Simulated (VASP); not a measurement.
# SnO2 (Fm-3m) in VASP: G0W0 quasiparticle levels with r2SCAN

Aim: the G0W0 quasiparticle levels of SnO2 with r2SCAN.

Program: VASP 6.6.1. These are calculated values, not measurements. Logs are shortened: lines on timing, memory, paths and dates and some standing lists are left out, and cuts for length are marked.

## Step 1: The cell of the first run

It takes space group Fm-3m (No. 225, cubic). The conventional cell has a = 5.067 Å, b = 5.067 Å, c = 5.067 Å, α = 90.00°, β = 90.00°, γ = 90.00°. Sn (site symmetry m-3m) has 8 O at 2.19 Å within 2.9 Å. O (site symmetry -43m) has 4 Sn at 2.19 Å and 6 O at 2.53 Å within 2.9 Å.

## Step 2: G0W0 quasiparticle levels, r2SCAN

Input file POSCAR:

```
SnO2
1.0
    0.0000000000      2.5334669701      2.5334669701
    2.5334669701      0.0000000000      2.5334669701
    2.5334669701      2.5334669701      0.0000000000
Sn O
1 2
Direct
    0.0000000000      0.0000000000      0.0000000000
    0.2500000000      0.2500000000      0.2500000000
    0.7500000000      0.7500000000      0.7500000000
```

Input file INCAR.step1:

```
SYSTEM = SnO2
PREC = Accurate
ENCUT = 500
EDIFF = 1E-8
ISMEAR = 0
SIGMA = 0.01
LREAL = .False.
LASPH = .True.
NELM = 80
ALGO = Normal
LWAVE = .True.
LCHARG = .False.
METAGGA = R2SCAN
LMIXTAU = .True.
```

Input file INCAR.step2:

```
SYSTEM = SnO2
PREC = Accurate
ENCUT = 500
EDIFF = 1E-8
ISMEAR = 0
SIGMA = 0.01
LREAL = .False.
LASPH = .True.
NELM = 1
ALGO = Exact
LWAVE = .True.
LCHARG = .False.
METAGGA = R2SCAN
LMIXTAU = .True.
NBANDS = 135
LOPTICS = .True.
ISTART = 1
```

Input file INCAR.step3:

```
SYSTEM = SnO2
PREC = Accurate
ENCUT = 500
EDIFF = 1E-8
ISMEAR = 0
SIGMA = 0.01
LREAL = .False.
LASPH = .True.
ALGO = EVGW0
LWAVE = .False.
LCHARG = .False.
METAGGA = R2SCAN
LMIXTAU = .True.
NELMGW = 1
NBANDS = 135
ENCUTGW = 140.0
NOMEGA = 96
PRECFOCK = Fast
ISTART = 1
NBANDSGW = 21
OMEGAMAX = 20
```

Input file KPOINTS:

```
Automatic mesh
0
Gamma
  4 4 4
  0 0 0
```

Potentials or basis: VASP PAW PBE potentials, release 64 (Sn_d_GW, O_GW).

Run with:

```bash
> cat potpaw_PBE.64/Sn_d_GW/POTCAR potpaw_PBE.64/O_GW/POTCAR > POTCAR
> cp INCAR.step1 INCAR
> mpirun -np 1 vasp_std > vasp.out
> cp INCAR.step2 INCAR
> mpirun -np 1 vasp_std > vasp.out
> cp INCAR.step3 INCAR
> mpirun -np 1 vasp_std > vasp.out
```

OUTCAR:

```text
SYSTEM = SnO2
   PREC = Accurate
   ENCUT = 500
   EDIFF = 1E-8
   ISMEAR = 0
   LREAL = .False.
   LASPH = .True.
   METAGGA = R2SCAN
   NELMGW = 1
   ENCUTGW = 140.0
   PRECFOCK = Fast
   ISTART = 1

 ion  position               nearest neighbor table
   1  0.000  0.000  0.000-   3 2.19   3 2.19   3 2.19   2 2.19   3 2.19   2 2.19   2 2.19   2 2.19

   2  0.250  0.250  0.250-   1 2.19   1 2.19   1 2.19   1 2.19
   3  0.750  0.750  0.750-   1 2.19   1 2.19   1 2.19   1 2.19

  LATTYP: Found a face centered cubic cell.
 ALAT       =     5.0669339402

  Lattice vectors:

 A1 = (   0.0000000000,   2.5334669701,   2.5334669701)
 A2 = (   2.5334669701,   0.0000000000,   2.5334669701)
 A3 = (   2.5334669701,   2.5334669701,   0.0000000000)

Analysis of symmetry for initial positions (statically):
=====================================================================
 Subroutine PRICEL returns:
 Original cell was already a primitive cell.

 Routine SETGRP: Setting up the symmetry group for a
 face centered cubic supercell.

 Subroutine GETGRP returns: Found 48 space group operations
 (whereof 48 operations were pure point group operations)
 out of a pool of 48 trial point group operations.

The static configuration has the point symmetry O_h .

Analysis of symmetry for dynamics (positions and initial velocities):
=====================================================================
 Subroutine PRICEL returns:
 Original cell was already a primitive cell.

 Routine SETGRP: Setting up the symmetry group for a
 face centered cubic supercell.

 Subroutine GETGRP returns: Found 48 space group operations
 (whereof 48 operations were pure point group operations)
 out of a pool of 48 trial point group operations.

The dynamic configuration has the point symmetry O_h .

 Subroutine INISYM returns: Found 48 space group operations
 (whereof 48 operations are pure point group operations),
 and found     1 'primitive' translations

----------------------------------------------------------------------------------------

                                     Primitive cell

  volume of cell :      32.5219

  direct lattice vectors                    reciprocal lattice vectors
     0.000000000  2.533466970  2.533466970    -0.197358010  0.197358010  0.197358010
     2.533466970  0.000000000  2.533466970     0.197358010 -0.197358010  0.197358010
     2.533466970  2.533466970  0.000000000     0.197358010  0.197358010 -0.197358010

  length of vectors
     3.582863349  3.582863349  3.582863349     0.341834101  0.341834101  0.341834101

  position of ions in fractional coordinates (direct lattice)
     0.000000000  0.000000000  0.000000000
     0.250000000  0.250000000  0.250000000
     0.750000000  0.750000000  0.750000000

  ion indices of the primitive-cell ions
   primitive index   ion index
                 1           1
                 2           2
                 3           3

----------------------------------------------------------------------------------------

 KPOINTS: Automatic mesh

Automatic generation of k-mesh.
 Grid dimensions read from file:
 generate k-points for:    4    4    4

 Generating k-lattice:

  Cartesian coordinates                     Fractional coordinates (reciprocal lattice)
    -0.049339503  0.049339503  0.049339503     0.250000000  0.000000000  0.000000000
     0.049339503 -0.049339503  0.049339503     0.000000000  0.250000000  0.000000000
     0.049339503  0.049339503 -0.049339503     0.000000000  0.000000000  0.250000000

  Length of vectors
     0.085458525  0.085458525  0.085458525

  Shift w.r.t. Gamma in fractional coordinates (k-lattice)
     0.000000000  0.000000000  0.000000000

 Subroutine IBZKPT returns following result:
 ===========================================

 Found      8 irreducible k-points:

 Following reciprocal coordinates:
            Coordinates               Weight
  0.000000  0.000000  0.000000      1.000000
  0.250000  0.000000  0.000000      8.000000
  0.500000  0.000000  0.000000      4.000000
  0.250000  0.250000  0.000000      6.000000
  0.500000  0.250000  0.000000     24.000000
 -0.250000  0.250000  0.000000     12.000000
  0.500000  0.500000  0.000000      3.000000
 -0.250000  0.500000  0.250000      6.000000
   k-points           NKPTS =      8   k-points in BZ     NKDIM =     64   number of bands    NBANDS=    135
   number of dos      NEDOS =    301   number of ions     NIONS =      3
   total plane-waves  NPLWV =  21952
   dimension x,y,z NGX =    28 NGY =   28 NGZ =   28
   dimension x,y,z NGXF=    56 NGYF=   56 NGZF=   56
   ions per type =               1   2
   NGX,Y,Z   is equivalent  to a cutoff of  12.99, 12.99, 12.99 a.u.
   NGXF,Y,Z  is equivalent  to a cutoff of  25.98, 25.98, 25.98 a.u.
 SYSTEM =  SnO2
   PREC   = accura    normal or accurate (medium, high low for compatibility)
   ISTART =      1    job   : 0-new  1-cont  2-samecut
   ICHARG =      0    charge: 1-file 2-atom 10-const
   ISPIN  =      1    spin polarized calculation?
   LNONCOLLINEAR =      F non collinear calculations
   LSORBIT =      F    spin-orbit coupling
   LASPH  =      T    aspherical Exc in radial PAW
   ENCUT  =  500.0 eV  36.75 Ry    6.06 a.u.   6.53  6.53  6.53*2*pi/ulx,y,z
   NELM   =     60;   NELMIN=  2; NELMDL=  0     # of ELM steps
   EDIFF  = 0.1E-07   stopping-criterion for ELM
   LREAL  =      F    real-space projection
   EDIFFG = 0.1E-06   stopping-criterion for IOM
   NSW    =      0    number of steps for IOM
   IBRION =     -1    ionic relax: 0-MD 1-quasi-New 2-CG
   NFREE  =      0    steps in history (QN), initial steepest desc. (CG)
   ISIF   =      0    stress and relaxation
   ISYM   =      3    0-nonsym 1-usesym 2-fastsym
   POTIM  = 0.5000    time-step for ionic-motion
   TEBEG  =    0.0;   TEEND  =   0.0 temperature during run
   PSTRESS=    0.0 pullay stress
   NELECT =      26.0000    total number of electrons
   NUPDOWN=      -1.0000    fix difference up-down
   EMIN   =  10.00;   EMAX   =-10.00  energy-range for DOS
   EFERMI =   0.00;   METHOD = LEGACY
   ISMEAR =     0;   SIGMA  =   0.01  broadening in eV -4-tet -1-fermi 0-gaus
   EFERMI_NEDOS =   21; number of points for ismear=-14 and -15
   IALGO  =     38    algorithm
   IMIX   =      4    mixing-type and parameters
     AMIX     =   0.40;   BMIX     =  1.00
     AMIX_MAG =   1.60;   BMIX_MAG =  1.00
  volume/ion in A,a.u.               =      10.84        73.16
  Fermi-wavevector in a.u.,A,eV,Ry     =   1.519407  2.871262 31.410365  2.308597
  Thomas-Fermi vector in A             =   2.628397
   LORBIT       =      0    0 simple, 1 ext, 2 COOP (PROOUT), +10 PAW based schemes
   METAGGA = R2SCAN    functional components
   LHFCALC =     T    Hartree Fock is set to
   PRECFOCK=fast      Normal, Fast or Accurate (Low or Medium for compatibility)
   ENCUT4O =  -1.0   cutoff for four orbital integrals eV
   NKREDX  =     1    reduce k-point grid by
   NKREDY  =     1    reduce k-point grid by
   NKREDZ  =     1    reduce k-point grid by
   AEXX    =    1.0000 exact exchange contribution
   HFSCREEN=    0.0000 screening length (either q_TF or 0.3 A-1)
   HFSCREENC=   0.0000 screening length for correlation (either q_TF or 0.3 A-1)
   ENCUTFOCK=  -1.0 apply spherical cutoff to Coloumb kernel
   IVDW    =     0    specifies the selected vdW correction
   LEPSILON=     F    determine dielectric tensor
   LRPA    =     F    only Hartree local field effects (RPA)
   LRPAFORCE           =     F    calculate RPA forces
   ENCUTGW             = 140.0    cutoff for response function in eV
   ENCUTGWSOFT         = 112.0    soft cutoff for Coulomb kernel in GW response function in eV
   ENCUTLF             =  -1.0    cutoff for local field effects
   NELMGW              =     1    number of iterations in solving QP/BSE equation
   NELMHF              =     1    number of iterations in the inner HF iteration
   NKREDLFX            =     1    NKREDLFY  =   1   NKREDLFZ  =   1
 non-spin polarized calculation
 Gauss-broadening in eV      SIGMA  =   0.01
  energy-cutoff  :      500.00
  volume of cell :       32.52
 maximum number of plane-waves:       869
 NGX is ok and might be reduce to    28
  NGX = 16; NGY = 16; NGZ = 16
   NGX = 13   NGY = 13   NGZ = 13
 maximum number of plane-waves:       126
 NGX is ok and might be reduce to    14

 QP shifts <psi_nk| G(iteration)W_0 |psi_nk>: iteration 1
 for sc-GW calculations column KS-energies equals QP-energies in previous step
 and V_xc(KS)=  KS-energies - (<T + V_ion + V_H > + <T+V_H+V_ion>^1  + <V_x>^1)

 k-point   1 :       0.0000    0.0000    0.0000
  band No.  KS-energies  QP-energies   sigma(KS)   V_xc(KS)     V^pw_x(r,r')   Z            occupation Imag(sigma)

      1     -15.4720     -18.0295     -21.6582     -18.2877     -27.3328       0.7588       2.0000       0.2656
      2     -15.4720     -18.0295     -21.6582     -18.2877     -27.3328       0.7588       2.0000       0.2656
      3     -15.4720     -18.0295     -21.6582     -18.2877     -27.3328       0.7588       2.0000       0.2656
      4     -15.3059     -17.8396     -21.6019     -18.2901     -27.0933       0.7650       2.0000       0.1126
      5     -15.3059     -17.8396     -21.6019     -18.2901     -27.0933       0.7650       2.0000       0.1126
      6     -14.9626     -15.0646     -19.4665     -19.2969     -29.6963       0.6012       2.0000       1.1516
[... 13 lines left out ...]
     20      21.9969      22.2122     -10.1641     -10.4341      -4.9103       0.7974       0.0000      -0.1380
     21      29.1618      29.5875     -11.2704     -11.7864      -4.6313       0.8251       0.0000      -0.9377

 k-point   2 :       0.2500    0.0000    0.0000
  band No.  KS-energies  QP-energies   sigma(KS)   V_xc(KS)     V^pw_x(r,r')   Z            occupation Imag(sigma)

      1     -15.7860     -17.8818     -21.3516     -18.4835     -27.8069       0.7307       2.0000       0.3758
      2     -15.4351     -18.0214     -21.6727     -18.3028     -27.3240       0.7675       2.0000       0.2530
      3     -15.4351     -18.0214     -21.6727     -18.3028     -27.3240       0.7675       2.0000       0.2530
      4     -15.3007     -17.8368     -21.6128     -18.2980     -27.1154       0.7651       2.0000       0.1210
      5     -15.3007     -17.8368     -21.6128     -18.2980     -27.1154       0.7651       2.0000       0.1210
      6     -14.2582     -14.5838     -20.1499     -19.6348     -29.8352       0.6321       2.0000       1.0341
[... 13 lines left out ...]
     20      22.6572      22.8860      -9.7245     -10.0235      -3.6558       0.7654       0.0000      -0.3663
     21      26.9957      27.3857     -10.0179     -10.5098      -4.0233       0.7926       0.0000      -0.5832
[... 108 lines left out ...]
      5     -15.2610     -17.8053     -21.6342     -18.3255     -27.1311       0.7689       2.0000       0.1189
      6     -13.2396     -13.5362     -21.1506     -20.7087     -30.9007       0.6714       2.0000       1.0544
[... 13 lines left out ...]
     20      24.6018      25.0226     -11.4370     -11.9634      -5.9296       0.7992       0.0000      -0.2963
     21      25.9364      26.3557      -9.5972     -10.1210      -4.0302       0.8006       0.0000      -0.3333

 k-point   8 :      -0.2500    0.5000    0.2500
  band No.  KS-energies  QP-energies   sigma(KS)   V_xc(KS)     V^pw_x(r,r')   Z            occupation Imag(sigma)

      1     -15.8459     -17.8844     -21.3673     -18.5676     -27.9288       0.7281       2.0000       0.3739
      2     -15.8459     -17.8844     -21.3673     -18.5676     -27.9288       0.7281       2.0000       0.3739
      3     -15.3508     -17.8871     -21.5534     -18.2387     -27.0596       0.7652       2.0000       0.1328
      4     -15.2992     -17.8769     -21.7666     -18.3951     -27.3868       0.7646       2.0000       0.2167
      5     -15.2894     -17.8298     -21.6103     -18.2994     -27.1102       0.7673       2.0000       0.1240
      6     -12.0011     -12.6394     -21.8857     -20.9823     -30.6837       0.7066       2.0000       0.9086
[... 13 lines left out ...]
     20      25.5399      26.0253     -11.2268     -11.8462      -5.5724       0.7837       0.0000      -0.2612
     21      25.5399      26.0253     -11.2268     -11.8462      -5.5724       0.7837       0.0000      -0.2612
```

Wall time 2.6 min (1 thread of Intel Xeon 6975P-C (Granite Rapids), shared host); peak memory 0.34 GiB.

Results:

* Quasiparticle gap: 1.39 eV
* Least direct quasiparticle gap: 2.94 eV
* Band gap of the starting levels on the mesh: 0.81 eV
* Least direct gap of the starting levels on the mesh: 2.25 eV

Caveat: the k points lie up to 0.54 Å⁻¹ apart; bands, screening cutoff and mesh are small and nothing is extrapolated, so the quasiparticle values aren't converged; the structure was generated, so it needn't be the stable form of SnO2; spin-orbit coupling is left out, which moves the levels of the heavy elements.
